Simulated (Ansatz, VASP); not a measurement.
Ti3Si4Ni in VASP and in Ansatz

```
Ti Si Ni
1.0
     3.64328    0.00000    0.00000
     0.00000    6.83407    0.00000
     0.00000    0.00000    4.59716
Ti Si Ni
3 4 1
Direct
  0.00000 0.50000 0.13127
  0.50000 0.00000 0.48992
  0.00000 0.00000 0.00000
  0.00000 0.72459 0.60210
  0.00000 0.27541 0.60210
  0.50000 0.25391 0.98489
  0.50000 0.74609 0.98489
  0.50000 0.50000 0.61083
```

Alike in both runs: functional PBE; k mesh 10 × 6 × 8; occupations gaussian, width 0.1 eV; no spin polarisation.

Ansatz relaxed the structure, and its values are those at the end. VASP's run is a single point on that final structure, the one shown.

```csv
,VASP,Ansatz
version,VASP 6.6.1,Ansatz 0.2.0
potentials or method,"VASP PAW PBE potentials, release 64 (Ti_sv, Si, Ni), cutoff 520 eV","scalar-relativistic, plane waves, PAW"
valence electrons in the cell,62,70
```

```tsv
	VASP	Ansatz	Ansatz less VASP
gap on the k mesh at the Fermi level (eV)	none	none	-
pressure (GPa)	0.0	0.0	-0.02
rms of the force components (eV/Å)	0.003	0.002	-0.0016
```

A gap of «none» marks a metal or a gap that the smearing closes. With one functional, cell and mesh, what is left measures potentials, basis and numerics. VASP's potentials hold 62 valence electrons a cell and Ansatz's 70, so a difference there can come from the potentials and not from the codes.
